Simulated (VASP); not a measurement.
# BaS (a cell with a defect) in VASP: a series of runs

BaS (a cell with a defect) is run at these levels: PBEsol, PBEsol+D3(BJ); tasks: single point.

Program: VASP 6.6.1. These are calculated values, not measurements. Logs are shortened: lines on timing, memory, paths and dates and some standing lists are left out, and cuts for length are marked.

## (1) The cell of the first run

The cell holds a defect, 14 atoms: a = 12.664 Å, b = 6.332 Å, c = 6.332 Å, α = 90.00°, β = 90.00°, γ = 90.00°.

## (2) Single point, PBEsol

Input file INCAR:

```
SYSTEM = BaS
PREC = Accurate ; ENCUT = 520
EDIFF = 1E-7 ; ISMEAR = -1
SIGMA = 0.05 ; LREAL = .FALSE.
LASPH = .TRUE. ; NELM = 60
ALGO = Normal ; ISIF = 2
LWAVE = .FALSE. ; LCHARG = .FALSE.
GGA = PS ; NBANDS = 69
```

Input file KPOINTS:

```
Automatic mesh
0
Gamma
  2 2 2
  0.5 0.5 0.5
```

Input file POSCAR:

```
BaS
1.0
   12.6641260000      0.0000000000      0.0000000000
    0.0000000000      6.3320630000      0.0000000000
    0.0000000000      0.0000000000      6.3320630000
S Ba
7 7
Direct
    0.2536910000      0.9928870000      0.0090150000
    0.7503770000      0.0128580000      0.9969990000
    0.0017150000      0.5043330000      0.0294480000
    0.9883640000      0.9915070000      0.5047840000
    0.5020930000      0.0064110000      0.4977670000
    0.2547750000      0.4871330000      0.4921810000
    0.7437160000      0.5075720000      0.5080670000
    0.9911140000      0.0063850000      0.9935620000
    0.4957700000      0.9867300000      0.0099600000
    0.2618640000      0.4843370000      0.9962160000
    0.7467860000      0.5198940000      0.9948490000
    0.2366670000      0.9769760000      0.4934530000
    0.7567740000      0.0158710000      0.5140680000
    0.0025370000      0.4832140000      0.4971720000
```

Potentials or basis: VASP PAW PBE potentials, release 64 (S, Ba_sv).

Command:

```bash
$ cat potpaw_PBE.64/S/POTCAR potpaw_PBE.64/Ba_sv/POTCAR > POTCAR
$ mpirun -np 1 vasp_std > vasp.out
```

OUTCAR:

```text
SYSTEM = BaS
   PREC = Accurate
   ENCUT = 520
   EDIFF = 1E-7
   ISMEAR = -1
   LREAL = .FALSE.
   LASPH = .TRUE.
   NELM = 60
   ISIF = 2
   GGA = PS

 ion  position               nearest neighbor table
   1  0.254  0.993  0.009-   9 3.07  12 3.08  10 3.11  10 3.22  12 3.27   8 3.33
   2  0.750  0.013  0.997-   8 3.05  13 3.06  11 3.12  11 3.21   9 3.23  13 3.28
   3  0.002  0.504  0.029-  14 2.96   8 3.16   8 3.19  11 3.24  10 3.30  14 3.37
   4  0.988  0.992  0.505-  13 2.94   8 3.10  14 3.12  12 3.15  14 3.22   8 3.24
   5  0.502  0.006  0.498-   9 3.09  13 3.23   9 3.25  12 3.37
   6  0.255  0.487  0.492-  12 3.11  10 3.14  10 3.19  14 3.19  12 3.24
   7  0.744  0.508  0.508-  11 3.08  13 3.12  13 3.22  11 3.25  14 3.28
   8  0.991  0.006  0.994-   2 3.05   4 3.10   3 3.16   3 3.19   4 3.24   1 3.33  13 4.25  14 4.36
                            11 4.37  14 4.39  13 4.44  12 4.44  12 4.44  11 4.49  14 4.57  10 4.57
   9  0.496  0.987  0.010-   1 3.07   5 3.09   2 3.23   5 3.25  10 4.33  11 4.34  10 4.35  12 4.49
                            13 4.56  13 4.60  12 4.63  11 4.64
  10  0.262  0.484  0.996-   1 3.11   6 3.14   6 3.19   1 3.22   3 3.30   9 4.33   9 4.35  12 4.44
                            12 4.47  12 4.51  12 4.53  14 4.56  14 4.57   8 4.57
  11  0.747  0.520  0.995-   7 3.08   2 3.12   2 3.21   3 3.24   7 3.25   9 4.34   8 4.37  13 4.38
                            13 4.41   8 4.49  14 4.52  14 4.55  13 4.55  13 4.58   9 4.64
  12  0.237  0.977  0.493-   1 3.08   6 3.11   4 3.15   6 3.24   1 3.27   5 3.37  14 4.31  14 4.37
                             8 4.44   8 4.44  10 4.44  10 4.47   9 4.49  10 4.51  10 4.53   9 4.63
  13  0.757  0.016  0.514-   4 2.94   2 3.06   7 3.12   7 3.22   5 3.23   2 3.28   8 4.25  14 4.30
                            11 4.38  11 4.41   8 4.44  11 4.55   9 4.56  11 4.58  14 4.59   9 4.60
  14  0.003  0.483  0.497-   3 2.96   4 3.12   6 3.19   4 3.22   7 3.28   3 3.37  13 4.30  12 4.31
                             8 4.36  12 4.37   8 4.39  11 4.52  11 4.55  10 4.56  10 4.57   8 4.57

  LATTYP: Found a simple tetragonal cell.
 ALAT       =     6.3320630000
 C/A-ratio  =     2.0000000000

  Lattice vectors:

 A1 = (   0.0000000000,   6.3320630000,   0.0000000000)
 A2 = (   0.0000000000,   0.0000000000,   6.3320630000)
 A3 = (  12.6641260000,   0.0000000000,   0.0000000000)

Analysis of symmetry for initial positions (statically):
=====================================================================
 Subroutine PRICEL returns:
 Original cell was already a primitive cell.

 Routine SETGRP: Setting up the symmetry group for a
 simple tetragonal supercell.

 Subroutine GETGRP returns: Found  1 space group operations
 (whereof  1 operations were pure point group operations)
 out of a pool of 16 trial point group operations.

The static configuration has the point symmetry C_1 .

Analysis of symmetry for dynamics (positions and initial velocities):
=====================================================================
 Subroutine PRICEL returns:
 Original cell was already a primitive cell.

 Routine SETGRP: Setting up the symmetry group for a
 simple tetragonal supercell.

 Subroutine GETGRP returns: Found  1 space group operations
 (whereof  1 operations were pure point group operations)
 out of a pool of 16 trial point group operations.

The dynamic configuration has the point symmetry C_1 .

 Subroutine INISYM returns: Found  1 space group operations
 (whereof  1 operations are pure point group operations),
 and found     1 'primitive' translations

----------------------------------------------------------------------------------------

                                     Primitive cell

  volume of cell :     507.7684

  direct lattice vectors                    reciprocal lattice vectors
    12.664126000  0.000000000  0.000000000     0.078963207  0.000000000  0.000000000
     0.000000000  6.332063000  0.000000000     0.000000000  0.157926414  0.000000000
     0.000000000  0.000000000  6.332063000     0.000000000  0.000000000  0.157926414

  length of vectors
    12.664126000  6.332063000  6.332063000     0.078963207  0.157926414  0.157926414

  position of ions in fractional coordinates (direct lattice)
     0.253691000  0.992887000  0.009015000
     0.750377000  0.012858000  0.996999000
     0.001715000  0.504333000  0.029448000
     0.988364000  0.991507000  0.504784000
     0.502093000  0.006411000  0.497767000
     0.254775000  0.487133000  0.492181000
     0.743716000  0.507572000  0.508067000
     0.991114000  0.006385000  0.993562000
     0.495770000  0.986730000  0.009960000
[... 37 lines left out ...]

  Length of vectors
     0.039481603  0.078963207  0.078963207

  Shift w.r.t. Gamma in fractional coordinates (k-lattice)
     0.500000000  0.500000000  0.500000000

 Subroutine IBZKPT returns following result:
 ===========================================

 Found      4 irreducible k-points:

 Following reciprocal coordinates:
            Coordinates               Weight
  0.250000  0.250000  0.250000      2.000000
  0.250000 -0.250000  0.250000      2.000000
  0.250000 -0.250000 -0.250000      2.000000
  0.250000  0.250000 -0.250000      2.000000
   k-points           NKPTS =      4   k-points in BZ     NKDIM =      4   number of bands    NBANDS=     69
   number of dos      NEDOS =    301   number of ions     NIONS =     14
   total plane-waves  NPLWV = 221184
   dimension x,y,z NGX =    96 NGY =   48 NGZ =   48
   dimension x,y,z NGXF=   192 NGYF=   96 NGZF=   96
   ions per type =               7   7
   NGX,Y,Z   is equivalent  to a cutoff of  12.60, 12.60, 12.60 a.u.
   NGXF,Y,Z  is equivalent  to a cutoff of  25.20, 25.20, 25.20 a.u.
 SYSTEM =  BaS
   PREC   = accura    normal or accurate (medium, high low for compatibility)
   ISTART =      0    job   : 0-new  1-cont  2-samecut
   ICHARG =      2    charge: 1-file 2-atom 10-const
   ISPIN  =      1    spin polarized calculation?
   LNONCOLLINEAR =      F non collinear calculations
   LSORBIT =      F    spin-orbit coupling
   LASPH  =      T    aspherical Exc in radial PAW
   ENCUT  =  520.0 eV  38.22 Ry    6.18 a.u.  23.55 11.77 11.77*2*pi/ulx,y,z
   NELM   =     60;   NELMIN=  2; NELMDL= -5     # of ELM steps
   EDIFF  = 0.1E-06   stopping-criterion for ELM
   LREAL  =      F    real-space projection
   EDIFFG = 0.1E-05   stopping-criterion for IOM
   NSW    =      0    number of steps for IOM
   IBRION =     -1    ionic relax: 0-MD 1-quasi-New 2-CG
   NFREE  =      0    steps in history (QN), initial steepest desc. (CG)
   ISIF   =      2    stress and relaxation
   ISYM   =      2    0-nonsym 1-usesym 2-fastsym
   POTIM  = 0.5000    time-step for ionic-motion
   TEBEG  =    0.0;   TEEND  =   0.0 temperature during run
   PSTRESS=    0.0 pullay stress
   NELECT =     112.0000    total number of electrons
   NUPDOWN=      -1.0000    fix difference up-down
   EMIN   =  10.00;   EMAX   =-10.00  energy-range for DOS
   EFERMI =   0.00;   METHOD = LEGACY
   ISMEAR =    -1;   SIGMA  =   0.05  broadening in eV -4-tet -1-fermi 0-gaus
   EFERMI_NEDOS =   21; number of points for ismear=-14 and -15
   IALGO  =     38    algorithm
   IMIX   =      4    mixing-type and parameters
     AMIX     =   0.40;   BMIX     =  1.00
     AMIX_MAG =   1.60;   BMIX_MAG =  1.00
  volume/ion in A,a.u.               =      36.27       244.76
  Fermi-wavevector in a.u.,A,eV,Ry     =   0.989143  1.869209 13.311985  0.978403
  Thomas-Fermi vector in A             =   2.120720
   LORBIT       =      0    0 simple, 1 ext, 2 COOP (PROOUT), +10 PAW based schemes
   GGA     = PS    functional components
   LHFCALC =     F    Hartree Fock is set to
   AEXX    =    0.0000 exact exchange contribution
   IVDW    =     0    specifies the selected vdW correction
   LEPSILON=     F    determine dielectric tensor
   LRPA    =     F    only Hartree local field effects (RPA)
 non-spin polarized calculation
  energy-cutoff  :      520.00
  volume of cell :      507.77
 maximum number of plane-waves:     13668
 NGX is ok and might be reduce to    96
   NGX = 47   NGY = 23   NGZ = 23

 number of electron     111.9999998 magnetization

 Free energy of the ion-electron system (eV)
  ---------------------------------------------------
  ext. energy  EPLUGINS =         0.00000000
  ---------------------------------------------------
  free energy    TOTEN  =       -72.04521131 eV

  energy without entropy =      -72.04521037  energy(sigma->0) =      -72.04521084

 E-fermi :   2.2172     XC(G=0):  -8.2211

 val. band max:        1.4713633556   @ k =   0.2500   0.2500   0.2500
 cond. band min:       2.9618589820   @ k =   0.2500   0.2500   0.2500
 fundamental gap:      1.4904956264
 Fermi energy:         2.2172021649

 k-point     1 :       0.2500    0.2500    0.2500
  band No.  band energies     occupation
      1     -26.1847      2.00000
      2     -25.9451      2.00000
      3     -25.7300      2.00000
      4     -25.3825      2.00000
      5     -25.0849      2.00000
      6     -25.0488      2.00000
[... 273 lines left out ...]
     67       5.2997      0.00000
     68       5.4335      0.00000
 [bands above 68 left out]

------------------------ aborting loop because EDIFF is reached ----------------------------------------

  FORCE on cell =-STRESS in cart. coord.  units (eV):
  Direction    XX          YY          ZZ          XY          YZ          ZX
  --------------------------------------------------------------------------------------
  -------------------------------------------------------------------------------------
  Total       -0.0748076     -0.0276828     -8.4183896      0.4386249     -0.0444492      0.1067645
  in kB       -0.2360427     -0.0873484    -26.5628046      1.3840068     -0.1402521      0.3368774
  external PRESSURE =      -8.9620652 kB  Pullay stress =       0.0000000 kB

 VOLUME and BASIS-vectors are now :
 -----------------------------------------------------------------------------
  energy-cutoff  :      520.00
  volume of cell :      507.77
      direct lattice vectors                 reciprocal lattice vectors
    12.664126000  0.000000000  0.000000000     0.078963207  0.000000000  0.000000000
     0.000000000  6.332063000  0.000000000     0.000000000  0.157926414  0.000000000
     0.000000000  0.000000000  6.332063000     0.000000000  0.000000000  0.157926414

 POSITION                                       TOTAL-FORCE (eV/Angst)
 -----------------------------------------------------------------------------------
      3.21277      6.28702      0.05708        -0.112664     -0.131457     -0.335125
      9.50287      0.08142      6.31306        -0.382120      0.068029      0.286260
      0.02172      3.19347      0.18647         0.031858     -0.065557     -0.800398
     12.51677      6.27828      3.19632         0.794461     -0.041141     -0.130005
      6.35857      0.04059      3.15189        -0.298984     -0.122339      0.070644
      3.22650      3.08456      3.11652        -0.435157     -0.094452      0.101997
      9.41851      3.21398      3.21711         0.573088      0.129442     -0.071152
     12.55159      0.04043      6.29130         0.428279     -0.179734      0.361042
      6.27849      6.24804      0.06307         0.378651      0.149676     -0.037043
      3.31628      3.06685      6.30810        -0.833819      0.128628      0.046143
      9.45739      3.29200      6.29945         0.516096     -0.275921      0.259589
      2.99718      6.18627      3.12458         1.053522      0.235190      0.254021
      9.58388      0.10050      3.25511        -1.465870     -0.164348     -0.490304
      0.03213      3.05974      3.14812        -0.247342      0.363982      0.484332
 -----------------------------------------------------------------------------------
    total drift:                                0.000227     -0.000094      0.000225

  FREE ENERGIE OF THE ION-ELECTRON SYSTEM (eV)
  ---------------------------------------------------
  free  energy   TOTEN  =       -72.0452113057 eV

  energy  without entropy=      -72.0452103749  energy(sigma->0) =      -72.04521084
```

Wall time 4.2 min (1 thread of Intel Xeon Platinum 8259CL at 2.50GHz (Skylake/Cascade Lake), shared host); peak memory 0.53 GiB.

What came out:

```yaml
Free_energy: -72.0452 eV
Pressure: -0.9 GPa
Largest_force: 1.554 eV/Å
Band_gap_on_the_k_mesh: 1.49 eV
```

Forces in eV/Å, atoms in the order of the input:
```
S   -0.113 -0.131 -0.335
S   -0.382  0.068  0.286
S    0.032 -0.066 -0.800
S    0.794 -0.041 -0.130
S   -0.299 -0.122  0.071
S   -0.435 -0.094  0.102
S    0.573  0.129 -0.071
Ba   0.428 -0.180  0.361
Ba   0.379  0.150 -0.037
Ba  -0.834  0.129  0.046
Ba   0.516 -0.276  0.260
Ba   1.054  0.235  0.254
Ba  -1.466 -0.164 -0.490
Ba  -0.247  0.364  0.484
```

Caveat: the PAW data sets were made with another functional, which shifts forces and pressure a little; spin-orbit coupling is left out, which moves the levels of the heavy elements.

## (3) Single point, PBEsol+D3(BJ)

Input file INCAR:

```
SYSTEM = BaS
PREC = Accurate
ENCUT = 520
EDIFF = 1E-6
ISMEAR = -1
SIGMA = 0.05
LREAL = .FALSE.
LASPH = .TRUE.
NELM = 100
ALGO = Normal
ISIF = 2
LWAVE = .FALSE.
LCHARG = .FALSE.
GGA = PS
IVDW = 12
NBANDS = 69
```

KPOINTS is that of step 2.

POSCAR is that of step 2.

Potentials or basis: VASP PAW PBE potentials, release 64 (S, Ba_sv).

Command:

```bash
$ cat potpaw_PBE.64/S/POTCAR potpaw_PBE.64/Ba_sv/POTCAR > POTCAR
$ mpirun -np 1 vasp_std > vasp.out
```

Wall time 3.9 min (1 thread of Intel Xeon Platinum 8259CL at 2.50GHz (Skylake/Cascade Lake), shared host); peak memory 0.52 GiB.

It converged, with:

* Free energy: -75.8335 eV
* Pressure: -2.2 GPa
* Largest force: 1.538 eV/Å
* Band gap on the k mesh: 1.49 eV
* Dispersion energy per atom: -0.271 eV

Forces on the atoms (eV/Å):
```
S   -0.132 -0.131 -0.335
S   -0.363  0.067  0.287
S    0.031 -0.066 -0.801
S    0.797 -0.041 -0.129
S   -0.297 -0.122  0.070
S   -0.449 -0.093  0.104
S    0.585  0.129 -0.072
Ba   0.428 -0.179  0.359
Ba   0.379  0.148 -0.037
Ba  -0.842  0.129  0.045
Ba   0.525 -0.276  0.259
Ba   1.036  0.234  0.255
Ba  -1.449 -0.163 -0.489
Ba  -0.247  0.363  0.484
```

Stress tensor (GPa, compression positive):
```
-1.27  0.14  0.03
 0.14 -1.29 -0.01
 0.03 -0.01 -3.92
```

Levels at points of the mesh, in eV from the valence-band top:
```
           k point  band 53  band 54  band 55  band 56  band 57  band 58  band 59  band 60
(0.25, 0.25, 0.25)    -0.76    -0.73    -0.34     0.00     1.49     2.03     2.32     2.53
```

Caveat: three body term missing; the PAW data sets were made with another functional, which shifts forces and pressure a little; spin-orbit coupling is left out, which moves the levels of the heavy elements.
